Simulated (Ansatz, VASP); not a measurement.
One calculation of NbTe, two programs

The input INCAR:

```
SYSTEM = NbTe
ALGO = Normal
EDIFF = 1E-7
ENCUT = 520
GGA = PE
ISIF = 2
ISMEAR = 0
LASPH = .TRUE.
LCHARG = .TRUE.
LELF = .TRUE.
LREAL = .FALSE.
LVHAR = .TRUE.
LWAVE = .FALSE.
NBANDS = 16
NELM = 100
PREC = Accurate
SIGMA = 0.03
```

The input KPOINTS:

```
k-points
0
G
  8 8 7
  0 0 0
```

The input POSCAR:

```
NbTe
1.0
    3.7029743866      0.0000000000      0.0000000000
   -1.8514871933      3.2068698884      0.0000000000
    0.0000000000      0.0000000000      3.6942110000
Te Nb
1 1
Direct
    0.6666666667      0.3333333333      0.0000000000
    0.0000000000      0.0000000000      0.5000000000
```

Contents of input.yaml:

```yaml
crystal:
  lattice:
    - [3.7029743866, 0.0, 0.0]
    - [-1.8514871933, 3.2068698884, 0.0]
    - [0.0, 0.0, 3.694211]
  atoms:
    - { symbol: Te, position: [0.6666666667, 0.3333333333, 0.0] }
    - { symbol: Nb, position: [0.0, 0.0, 0.5] }
hamiltonian:
  xc: pbe
  pseudopotentials: { kind: paw }
kpoints:
  mp_grid: { grid: [8, 8, 7] }
scf:
  occupations: { method: gaussian, width: 0.03 }
output:
  forces: true
  stress: true
  eigenvalues: true
```

Alike in both runs: task single point; functional PBE; k mesh 8 × 8 × 7; occupations gaussian, width 0.03 eV; no spin polarisation.

```csv
,VASP,Ansatz
version,VASP 6.6.1,Ansatz 0.2.0
potentials or method,"VASP PAW PBE potentials, release 64 (Te, Nb_sv)",Ansatz PAW
plane-wave cutoff (eV),520,420
valence electrons in the cell,19,29
```

VASP gave:

| Item | Value |
| --- | --- |
| gap on the k mesh at the Fermi level (eV) | none |
| pressure (GPa) | -0.9 |
| traceless stress, the component that is largest in VASP (GPa) | 0.69 |

**Question.** Which values does Ansatz return?

**Answer.** gap on the k mesh at the Fermi level (eV): none; pressure (GPa): -0.6; traceless stress, the component that is largest in VASP (GPa): 0.74.

A gap of «none» marks a metal or a gap that the smearing closes. With one functional, cell and mesh, what is left measures potentials, basis and numerics. VASP's potentials hold 19 valence electrons a cell and Ansatz's 29, so a difference there can come from the potentials and not from the codes.

Neither program's run includes spin-orbit coupling.
